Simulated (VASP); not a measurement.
# Zn in VASP: notebook

The runs below take Zn through single point, with PBEsol.

Program: VASP 6.6.1. These are calculated values, not measurements. Logs are shortened: lines on timing, memory, paths and dates and some standing lists are left out, and cuts for length are marked.

**1. The cell of the first run**

The cell holds a slab with vacuum, 6 atoms: a = 2.590 Å, b = 4.916 Å, c = 21.233 Å, α = 90.00°, β = 90.00°, γ = 90.00°.

**2. Single point, PBEsol**

File INCAR:

```
  PREC = Accurate
  ENCUT = 520
  EDIFF = 1E-6
  ISMEAR = -1
  SIGMA = 0.05
  LREAL = F
  LASPH = T
  NELM = 80
  ALGO = Normal
  ISIF = 2
  LWAVE = F
  LCHARG = F
  LDIPOL = T
  IDIPOL = 3
  DIPOL = 0.5 0.5 0.500
  GGA = PS
  NBANDS = 45
```

File KPOINTS:

```
regular mesh
0
Gamma
  16 8 1
```

File POSCAR:

```
Zn
1.0
    2.5897393325      0.0000000000      0.0000000000
    0.0000000000      4.9158409014      0.0000000000
    0.0000000000      0.0000000000     21.2332000000
Zn
6
Direct
    0.7500000000      0.7500000000      0.3876758600
    0.2500000000      0.2500000000      0.3874639479
    0.2500000000      0.7500000000      0.5000812738
    0.7500000000      0.2500000000      0.4999186056
    0.7500000000      0.7500000000      0.6125361142
    0.2500000000      0.2500000000      0.6123241984
```

Potentials or basis: VASP PAW PBE potentials, release 64 (Zn).

On the command line:

```
cat potpaw_PBE.64/Zn/POTCAR > POTCAR
mpirun -np 1 vasp_std > vasp.out
```

OUTCAR:

```text
PREC = Accurate
   ENCUT = 520
   EDIFF = 1E-6
   ISMEAR = -1
   LREAL = F
   LASPH = T
   NELM = 80
   ISIF = 2
   GGA = PS

 ion  position               nearest neighbor table
   1  0.750  0.750  0.388-   3 2.72   3 2.72   2 2.78   2 2.78   2 2.78   2 2.78
   2  0.250  0.250  0.387-   4 2.72   4 2.72   1 2.78   1 2.78   1 2.78   1 2.78
   3  0.250  0.750  0.500-   1 2.72   1 2.72   5 2.72   5 2.72   4 2.78   4 2.78   4 2.78   4 2.78

   4  0.750  0.250  0.500-   6 2.72   6 2.72   2 2.72   2 2.72   3 2.78   3 2.78   3 2.78   3 2.78

   5  0.750  0.750  0.613-   3 2.72   3 2.72   6 2.78   6 2.78   6 2.78   6 2.78
   6  0.250  0.250  0.612-   4 2.72   4 2.72   5 2.78   5 2.78   5 2.78   5 2.78

  LATTYP: Found a simple orthorhombic cell.
 ALAT       =     2.5897393325
 B/A-ratio  =     1.8981991121
 C/A-ratio  =     8.1989718940

  Lattice vectors:

 A1 = (   2.5897393325,   0.0000000000,   0.0000000000)
 A2 = (   0.0000000000,   4.9158409014,   0.0000000000)
 A3 = (   0.0000000000,   0.0000000000,  21.2332000000)

Analysis of symmetry for initial positions (statically):
=====================================================================
 Subroutine PRICEL returns:
 Original cell was already a primitive cell.

 Routine SETGRP: Setting up the symmetry group for a
 simple orthorhombic supercell.

 Subroutine GETGRP returns: Found  8 space group operations
 (whereof  2 operations were pure point group operations)
 out of a pool of  8 trial point group operations.

The static configuration has the point symmetry S_2 .
 The point group associated with its full space group is D_2h.

Analysis of symmetry for dynamics (positions and initial velocities):
=====================================================================
 Subroutine PRICEL returns:
 Original cell was already a primitive cell.

 Routine SETGRP: Setting up the symmetry group for a
 simple orthorhombic supercell.

 Subroutine GETGRP returns: Found  8 space group operations
 (whereof  2 operations were pure point group operations)
 out of a pool of  8 trial point group operations.

The dynamic configuration has the point symmetry S_2 .
 The point group associated with its full space group is D_2h.

 Subroutine INISYM returns: Found  8 space group operations
 (whereof  2 operations are pure point group operations),
 and found     1 'primitive' translations

----------------------------------------------------------------------------------------

                                     Primitive cell

  volume of cell :     270.3145

  direct lattice vectors                    reciprocal lattice vectors
     2.589739333  0.000000000  0.000000000     0.386139249  0.000000000  0.000000000
     0.000000000  4.915840901  0.000000000     0.000000000  0.203423996  0.000000000
     0.000000000  0.000000000 21.233200000     0.000000000  0.000000000  0.047096057

  length of vectors
     2.589739333  4.915840901 21.233200000     0.386139249  0.203423996  0.047096057

  position of ions in fractional coordinates (direct lattice)
     0.750000000  0.750000000  0.387675860
     0.250000000  0.250000000  0.387463948
     0.250000000  0.750000000  0.500081274
     0.750000000  0.250000000  0.499918606
     0.750000000  0.750000000  0.612536114
     0.250000000  0.250000000  0.612324198

  ion indices of the primitive-cell ions
   primitive index   ion index
                 1           1
                 2           2
                 3           3
                 4           4
                 5           5
                 6           6

----------------------------------------------------------------------------------------

 KPOINTS: regular mesh

Automatic generation of k-mesh.
 Grid dimensions read from file:
 generate k-points for:   16    8    1

 Generating k-lattice:

  Cartesian coordinates                     Fractional coordinates (reciprocal lattice)
     0.024133703  0.000000000  0.000000000     0.062500000  0.000000000  0.000000000
     0.000000000  0.025428000  0.000000000     0.000000000  0.125000000  0.000000000
     0.000000000  0.000000000  0.047096057     0.000000000  0.000000000  1.000000000

  Length of vectors
     0.024133703  0.025428000  0.047096057

  Shift w.r.t. Gamma in fractional coordinates (k-lattice)
     0.000000000  0.000000000  0.000000000

 Subroutine IBZKPT returns following result:
 ===========================================

 Found     45 irreducible k-points:

 Following reciprocal coordinates:
            Coordinates               Weight
  0.000000  0.000000  0.000000      1.000000
  0.062500  0.000000  0.000000      2.000000
  0.125000  0.000000  0.000000      2.000000
  0.187500  0.000000  0.000000      2.000000
  0.250000  0.000000  0.000000      2.000000
  0.312500  0.000000  0.000000      2.000000
[... 16 lines left out ...]
  0.250000  0.250000  0.000000      4.000000
  0.312500  0.250000  0.000000      4.000000
 [... further k-points ...]
   k-points           NKPTS =     45   k-points in BZ     NKDIM =     45   number of bands    NBANDS=     45
   number of dos      NEDOS =    301   number of ions     NIONS =      6
   total plane-waves  NPLWV = 128000
   dimension x,y,z NGX =    20 NGY =   40 NGZ =  160
   dimension x,y,z NGXF=    40 NGYF=   80 NGZF=  320
   ions per type =               6
   NGX,Y,Z   is equivalent  to a cutoff of  12.84, 13.53, 12.53 a.u.
   NGXF,Y,Z  is equivalent  to a cutoff of  25.68, 27.05, 25.05 a.u.
 SYSTEM =  unknown system
   PREC   = accura    normal or accurate (medium, high low for compatibility)
   ISTART =      0    job   : 0-new  1-cont  2-samecut
   ICHARG =      2    charge: 1-file 2-atom 10-const
   ISPIN  =      1    spin polarized calculation?
   LNONCOLLINEAR =      F non collinear calculations
   LSORBIT =      F    spin-orbit coupling
   LASPH  =      T    aspherical Exc in radial PAW
   ENCUT  =  520.0 eV  38.22 Ry    6.18 a.u.   4.82  9.14 39.48*2*pi/ulx,y,z
   NELM   =     80;   NELMIN=  2; NELMDL= -5     # of ELM steps
   EDIFF  = 0.1E-05   stopping-criterion for ELM
   LREAL  =      F    real-space projection
   EDIFFG = 0.1E-04   stopping-criterion for IOM
   NSW    =      0    number of steps for IOM
   IBRION =     -1    ionic relax: 0-MD 1-quasi-New 2-CG
   NFREE  =      0    steps in history (QN), initial steepest desc. (CG)
   ISIF   =      2    stress and relaxation
   ISYM   =      2    0-nonsym 1-usesym 2-fastsym
   POTIM  = 0.5000    time-step for ionic-motion
   TEBEG  =    0.0;   TEEND  =   0.0 temperature during run
   PSTRESS=    0.0 pullay stress
   NELECT =      72.0000    total number of electrons
   NUPDOWN=      -1.0000    fix difference up-down
   EMIN   =  10.00;   EMAX   =-10.00  energy-range for DOS
   EFERMI =   0.00;   METHOD = LEGACY
   ISMEAR =    -1;   SIGMA  =   0.05  broadening in eV -4-tet -1-fermi 0-gaus
   EFERMI_NEDOS =   21; number of points for ismear=-14 and -15
   IALGO  =     38    algorithm
   IMIX   =      4    mixing-type and parameters
     AMIX     =   0.40;   BMIX     =  1.00
     AMIX_MAG =   1.60;   BMIX_MAG =  1.00
  volume/ion in A,a.u.               =      45.05       304.03
  Fermi-wavevector in a.u.,A,eV,Ry     =   1.053325  1.990496 15.095588  1.109494
  Thomas-Fermi vector in A             =   2.188443
   LORBIT       =      0    0 simple, 1 ext, 2 COOP (PROOUT), +10 PAW based schemes
   GGA     = PS    functional components
   LHFCALC =     F    Hartree Fock is set to
   AEXX    =    0.0000 exact exchange contribution
   IVDW    =     0    specifies the selected vdW correction
   LEPSILON=     F    determine dielectric tensor
   LRPA    =     F    only Hartree local field effects (RPA)
 non-spin polarized calculation
  energy-cutoff  :      520.00
  volume of cell :      270.31
 maximum number of plane-waves:      7332
 NGX is ok and might be reduce to    20
   NGX =  9   NGY = 19   NGZ = 79

 number of electron      72.0000011 magnetization

 dipolmoment           0.000000      0.000000      0.000012 electrons x Angstroem

 Free energy of the ion-electron system (eV)
  ---------------------------------------------------
  ext. energy  EPLUGINS =         0.00000000
  ---------------------------------------------------
  free energy    TOTEN  =        -8.29339322 eV

  energy without entropy =       -8.27669166  energy(sigma->0) =       -8.28504244

 E-fermi :  -1.9774     XC(G=0):  -4.7473

 val. band max:       -2.0160845486   @ k =   0.0625   0.1250   0.0000
 cond. band min:      -1.9559047995   @ k =   0.2500   0.2500   0.0000
 fundamental gap:      0.0601797491
 Fermi energy:        -1.9773569561

 k-point     1 :       0.0000    0.0000    0.0000
  band No.  band energies     occupation
      1     -11.6217      2.00000
      2     -10.3627      2.00000
      3     -10.2015      2.00000
      4     -10.1969      2.00000
      5      -9.9909      2.00000
      6      -9.8935      2.00000
[... 37 lines left out ...]
     44       2.3066      0.00000
     45       3.5720      0.00000

 k-point     2 :       0.0625    0.0000    0.0000
  band No.  band energies     occupation
      1     -11.5293      2.00000
      2     -10.2853      2.00000
      3     -10.1581      2.00000
      4     -10.1495      2.00000
      5      -9.9533      2.00000
      6      -9.8798      2.00000
[... 37 lines left out ...]
     44       2.3945      0.00000
     45       3.6606      0.00000

 k-point     3 :       0.1250    0.0000    0.0000
  band No.  band energies     occupation
      1     -11.2569      2.00000
      2     -10.0681      2.00000
      3     -10.0361      2.00000
      4     -10.0214      2.00000
      5      -9.8508      2.00000
      6      -9.8401      2.00000
[... 997 lines left out ...]
     44       4.0254      0.00000
     45       4.0992      0.00000

 k-point    24 :       0.3125    0.2500    0.0000
  band No.  band energies     occupation
      1      -9.9304      2.00000
      2      -9.7798      2.00000
      3      -9.7634      2.00000
      4      -9.7479      2.00000
      5      -9.7228      2.00000
      6      -9.6636      2.00000
[... 37 lines left out ...]
     44       3.7616      0.00000
     45       4.3618      0.00000

 [... further k-points ...]

------------------------ aborting loop because EDIFF is reached ----------------------------------------

 vacuum level on the upper side and lower side of the slab       (xc-potential included)        -0.248        -0.249

  FORCE on cell =-STRESS in cart. coord.  units (eV):
  Direction    XX          YY          ZZ          XY          YZ          ZX
  --------------------------------------------------------------------------------------
  -------------------------------------------------------------------------------------
  Total       -4.1261936     -5.9437763      0.1363980     -0.0000000      0.0000000      0.0000000
  in kB      -24.4563064    -35.2292757      0.8084425     -0.0000000      0.0000000      0.0000000
  external PRESSURE =     -19.6257132 kB  Pullay stress =       0.0000000 kB

 VOLUME and BASIS-vectors are now :
 -----------------------------------------------------------------------------
  energy-cutoff  :      520.00
  volume of cell :      270.31
      direct lattice vectors                 reciprocal lattice vectors
     2.589739333  0.000000000  0.000000000     0.386139249  0.000000000  0.000000000
     0.000000000  4.915840901  0.000000000     0.000000000  0.203423996  0.000000000
     0.000000000  0.000000000 21.233200000     0.000000000  0.000000000  0.047096057

 POSITION                                       TOTAL-FORCE (eV/Angst)
 -----------------------------------------------------------------------------------
      1.94230      3.68688      8.23160         0.000000      0.000000     -0.016984
      0.64743      1.22896      8.22710         0.000000      0.000000     -0.010631
      0.64743      3.68688     10.61833         0.000000     -0.000000     -0.000093
      1.94230      1.22896     10.61487         0.000000      0.000000      0.000093
      1.94230      3.68688     13.00610         0.000000      0.000000      0.010631
      0.64743      1.22896     13.00160         0.000000      0.000000      0.016984
 -----------------------------------------------------------------------------------
    total drift:                               -0.000000      0.000000      0.002097

  FREE ENERGIE OF THE ION-ELECTRON SYSTEM (eV)
  ---------------------------------------------------
  free  energy   TOTEN  =        -8.2933932226 eV

  energy  without entropy=       -8.2766916563  energy(sigma->0) =       -8.28504244

 vacuum level on the upper side and lower side of the slab         2.216         2.216
```

It took 7.4 min on 1 thread of Intel Xeon 6975P-C (Granite Rapids), shared host; peak memory 0.58 GiB.

Results:

| Item | Value |
| --- | --- |
| Free energy | -8.2934 eV |
| Largest force | 0.017 eV/Å |
| Band gap on the k mesh | zero (bands 36 and 37 overlap by 2.44 eV) |

Forces in eV/Å, atoms in the order of the input:
```
Zn   0.000  0.000 -0.017
Zn   0.000  0.000 -0.011
Zn   0.000  0.000  0.000
Zn   0.000  0.000  0.000
Zn   0.000  0.000  0.011
Zn   0.000  0.000  0.017
```

Levels at points of the mesh, in eV from the Fermi level:
```csv
k point,band 34,band 35,band 36,band 37,band 38,band 39
"(0.00, 0.00, 0.00)",-2.72,-2.32,-1.74,-1.03,-1.02,0.96
"(0.50, 0.00, 0.00)",-1.63,0.58,0.58,2.87,2.87,3.96
"(0.00, 0.50, 0.00)",-5.81,-3.24,-3.24,0.06,0.06,3.57
"(0.50, 0.50, 0.00)",-1.55,-0.98,-0.98,1.08,1.08,2.53
```

Caveat: the PAW data sets were made with another functional, which shifts forces and pressure a little.

**3. Single point, PBEsol**

File INCAR:

```
SYSTEM = Zn
PREC     = Accurate       ! precision mode
ENCUT    = 520            ! plane-wave cutoff, eV
EDIFF    = 1E-7           ! SCF threshold, eV
ISMEAR   = -1             ! smearing method
SIGMA    = 0.05           ! smearing width, eV
LREAL    = .False.        ! projectors in reciprocal space
LASPH    = .True.         ! aspherical terms in the spheres
NELM     = 80             ! most SCF steps
ALGO     = Normal         ! electronic algorithm
ISIF     = 2              ! what is computed and relaxed
LWAVE    = .False.        ! write WAVECAR
LCHARG   = .False.        ! write CHGCAR
LDIPOL   = .True.       
IDIPOL   = 3            
DIPOL    = 0.5 0.5 0.500
GGA      = PS             ! functional
NBANDS   = 45             ! bands
```

File KPOINTS:

```
regular mesh
0
Gamma
  16 8 1
  0 0 0
```

POSCAR is that of step 2.

Potentials or basis: VASP PAW PBE potentials, release 64 (Zn).

On the command line:

```
cat potpaw_PBE.64/Zn/POTCAR > POTCAR
mpirun -np 1 vasp_std > vasp.out
```

Run time: 24 min. Hardware: 1 thread of Intel Xeon 8259CL, shared host; peak memory 0.59 GiB.

The run converged. Its results:

- Free energy: -8.2934 eV
- Largest force: 0.017 eV/Å
- Band gap on the k mesh: zero (bands 36 and 37 overlap by 2.44 eV)

Forces in eV/Å, atoms in the order of the input:
```
Zn   0.000  0.000 -0.017
Zn   0.000  0.000 -0.011
Zn   0.000  0.000  0.000
Zn   0.000  0.000  0.000
Zn   0.000  0.000  0.011
Zn   0.000  0.000  0.017
```

Levels at points of the mesh, in eV from the Fermi level:
```
           k point  band 34  band 35  band 36  band 37  band 38  band 39
(0.00, 0.00, 0.00)    -2.72    -2.32    -1.74    -1.03    -1.02     0.96
(0.50, 0.00, 0.00)    -1.63     0.58     0.58     2.87     2.87     3.96
(0.00, 0.50, 0.00)    -5.81    -3.24    -3.24     0.06     0.06     3.57
(0.50, 0.50, 0.00)    -1.55    -0.98    -0.98     1.09     1.09     2.53
```

Caveat: the PAW data sets were made with another functional, which shifts forces and pressure a little.

The gap in the log of VASP goes by the Fermi energy; the results here count the filled bands.